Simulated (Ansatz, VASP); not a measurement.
## Na: VASP beside Ansatz

INCAR

```
PREC = Accurate
ENCUT = 520
EDIFF = 1E-6
ISMEAR = -1
SIGMA = 0.05
LREAL = F
LASPH = T
NELM = 80
ALGO = Normal
ISIF = 2
LWAVE = F
LCHARG = T
LELF = T
LVHAR = T
NBANDS = 10
```

The input KPOINTS:

```
Automatic mesh
0
Gamma
  9 9 9
```

Contents of POSCAR:

```
Na
1.0
   -2.1120640205      2.1120640205      2.1120640205
    2.1120640205     -2.1120640205      2.1120640205
    2.1120640205      2.1120640205     -2.1120640205
Na
1
Direct
    0.0000000000      0.0000000000      0.0000000000
```

input.yaml

```yaml
crystal:
  lattice:
    - [-2.1120640205, 2.1120640205, 2.1120640205]
    - [2.1120640205, -2.1120640205, 2.1120640205]
    - [2.1120640205, 2.1120640205, -2.1120640205]
  atoms:
    - { symbol: Na, position: [0.0, 0.0, 0.0] }
hamiltonian:
  xc: lda
  pseudopotentials: { kind: paw }
kpoints:
  mp_grid: { grid: [9, 9, 9] }
scf:
  occupations: { method: fermi_dirac, width: 0.05 }
output:
  forces: true
  stress: true
  eigenvalues: true
```

Alike in both runs: task single point; functional LDA; k mesh 9 × 9 × 9; occupations fermi-dirac, width 0.05 eV; no spin polarisation.

|  | VASP | Ansatz |
| --- | --- | --- |
| version | VASP 6.6.1 | Ansatz 0.2.0 |
| potentials or method | VASP PAW LDA potentials, release 64 (Na_pv) | Ansatz PAW |
| plane-wave cutoff (eV) | 520 | 420 |
| valence electrons in the cell | 7 | 9 |

|  | VASP | Ansatz | Ansatz less VASP |
| --- | --- | --- | --- |
| gap on the k mesh at the Fermi level (eV) | none | none | - |
| pressure (GPa) | -0.9 | -0.9 | +0.02 |

LDA's correlation is that of Perdew and Zunger in VASP and of Perdew and Wang (1992) in Ansatz. A gap of «none» marks a metal or a gap that the smearing closes. VASP's potentials hold 7 valence electrons a cell and Ansatz's 9, so a difference there can come from the potentials and not from the codes.
